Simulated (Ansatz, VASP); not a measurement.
Ti3H in VASP and in Ansatz

Contents of INCAR:

```
SYSTEM = Ti3H
  PREC = Accurate
  ENCUT = 520
  EDIFF = 1E-7
  ISMEAR = 0
  SIGMA = 0.1
  LREAL = .False.
  LASPH = .True.
  NELM = 100
  ALGO = Normal
  ISIF = 2
  LWAVE = .False.
  LCHARG = .False.
  LDIPOL = .True.
  IDIPOL = 3
  DIPOL = 0.5 0.5 0.322
  GGA = PE
  NBANDS = 47
```

KPOINTS

```
regular mesh
0
Gamma
  6 6 1
  0 0 0
```

File POSCAR:

```
Ti3H
1.0
    4.6037402164      0.0000000000      0.0000000000
   -2.3018701082      3.9869559799      0.0000000000
    0.0000000000      0.0000000000     22.4968206792
Ti H
6 2
Direct
    0.6666666667      0.3333333333      0.1778029019
    0.3333333333      0.6666666667      0.2195747837
    0.0000000000      0.0000000000      0.2613466656
    0.6666666667      0.3333333333      0.2980472718
    0.3333333333      0.6666666667      0.3304570052
    0.0000000000      0.0000000000      0.3776898434
    0.4185444916      1.0000000000      0.4545895985
    0.5814555084      1.0000000000      0.4545895985
```

Input for Ansatz:

```yaml
crystal:
  lattice:
    - [4.6037402164, 0.0, 0.0]
    - [-2.3018701082, 3.9869559799, 0.0]
    - [0.0, 0.0, 22.4968206792]
  atoms:
    - { symbol: Ti, position: [0.6666666667, 0.3333333333, 0.1778029019] }
    - { symbol: Ti, position: [0.3333333333, 0.6666666667, 0.2195747837] }
    - { symbol: Ti, position: [0.0, 0.0, 0.2613466656] }
    - { symbol: Ti, position: [0.6666666667, 0.3333333333, 0.2980472718] }
    - { symbol: Ti, position: [0.3333333333, 0.6666666667, 0.3304570052] }
    - { symbol: Ti, position: [0.0, 0.0, 0.3776898434] }
    - { symbol: H, position: [0.4185444916, 1.0, 0.4545895985] }
    - { symbol: H, position: [0.5814555084, 1.0, 0.4545895985] }
basis:
  ecutwfc: 420
kpoints:
  mp_grid: { grid: [6, 6, 1] }
hamiltonian:
  xc: pbe
  pseudopotentials: { kind: paw, azcp: { folder: soft_1 } }
scf:
  occupations: { method: gaussian, width: 0.1 }
output:
  forces: true
  eigenvalues: true
efield:
  axis: 3
  dipole_correction: true
  ramp_width: 0.04
```

Alike in both runs: task single point; functional PBE; k mesh 6 × 6 × 1; occupations gaussian, width 0.1 eV; no spin polarisation.

|  | VASP | Ansatz |
| --- | --- | --- |
| version | VASP 6.6.1 | Ansatz 0.2.0 |
| potentials or method | VASP PAW PBE potentials, release 64 (Ti_sv, H), cutoff 520 eV | scalar-relativistic, plane waves, PAW |
| valence electrons in the cell | 74 | 74 |

Ansatz gave:

| Property | Result |
| --- | --- |
| gap on the k mesh at the Fermi level (eV) | none |
| rms of the force components (eV/Å) | 0.213 |

Q: Estimate VASP's values.

A: gap on the k mesh at the Fermi level (eV): none; rms of the force components (eV/Å): 0.210.

Atom by atom the forces differ by 0.009 eV/Å (rms over components). A gap of «none» marks a metal or a gap that the smearing closes.
